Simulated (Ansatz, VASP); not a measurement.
**VAu: VASP beside Ansatz**

File POSCAR:

```
VAu
1.0
    1.4104010158      0.8142954061      4.6110877943
   -1.4104010158      0.8142954061      4.6110877943
    0.0000000000     -1.6285908123      4.6110877943
V Au
1 1
Direct
    0.5000000000      0.5000000000      0.5000000000
    0.0000000000      0.0000000000      0.0000000000
```

Contents of INCAR.step1:

```
SYSTEM = VAu
PREC = Accurate
ENCUT = 520
ISMEAR = 0
SIGMA = 0.1
LREAL = .FALSE.
LASPH = .TRUE.
NELM = 150
ISPIN = 2
MAGMOM = 2 0
LMAXMIX = 4
NBANDS = 23
GGA = PE
ALGO = Normal
EDIFF = 1E-4
LWAVE = .TRUE.
LCHARG = .FALSE.
```

File INCAR.step2:

```
SYSTEM = VAu
PREC = Accurate
ENCUT = 520
EDIFF = 1E-7
ISMEAR = 0
SIGMA = 0.1
LREAL = .FALSE.
LASPH = .TRUE.
NELM = 150
ALGO = Normal
ISIF = 2
LWAVE = .FALSE.
LCHARG = .FALSE.
ISPIN = 2
MAGMOM = 2 0
LORBIT = 11
LMAXMIX = 4
METAGGA = R2SCAN
LMIXTAU = .TRUE.
NBANDS = 23
ISTART = 1
```

The input KPOINTS:

```
Automatic mesh
0
G
  6 6 6
  0 0 0
```

Input for Ansatz:

```yaml
crystal:
  lattice:
    - [1.4104010158, 0.8142954061, 4.6110877943]
    - [-1.4104010158, 0.8142954061, 4.6110877943]
    - [0.0, -1.6285908123, 4.6110877943]
  atoms:
    - { symbol: V, position: [0.5, 0.5, 0.5], spin: 2.0 }
    - { symbol: Au, position: [0.0, 0.0, 0.0] }
basis:
  ecutwfc: 500
kpoints:
  mp_grid: { grid: [6, 6, 6] }
hamiltonian:
  xc: r2scan
scf:
  occupations: { method: gaussian, width: 0.1 }
  lower_state_search: "off"
output:
  forces: true
  stress: true
  eigenvalues: true
  populations: true
magnetization:
  spin_polarized: true
```

Alike in both runs: task single point; functional r2SCAN; k mesh 6 × 6 × 6; occupations gaussian, width 0.1 eV; collinear spin.

```csv
,VASP,Ansatz
version,VASP 6.6.1,Ansatz 0.2.0
potentials or method,"VASP PAW PBE potentials, release 64 (V_sv, Au), cutoff 520 eV","scalar-relativistic, plane waves, PAW"
valence electrons in the cell,24,32
```

```csv
,VASP,Ansatz,Ansatz less VASP
gap on the k mesh at the Fermi level (eV),none,none,-
pressure (GPa),-4.2,3.9,+8.09
"traceless stress, the component that is largest in VASP (GPa)",-0.35,-7.59,-7.233
net moment per atom (μB),0.29,1.05,+0.763
size of the moment on the site where the two differ most (μB),0.45,1.81,+1.360
```

The net moments are unlike, so the other rows may belong to different states. VASP's potentials were made for PBE, not for r2SCAN. Site moments also hang on the region over which each program counts them. A gap of «none» marks a metal or a gap that the smearing closes. VASP's potentials hold 24 valence electrons a cell and Ansatz's 32, so a difference there can come from the potentials and not from the codes. Ansatz's warnings: stability check not made.

The k mesh is coarse, so the values compare programs but aren't converged. Neither program's run includes spin-orbit coupling.
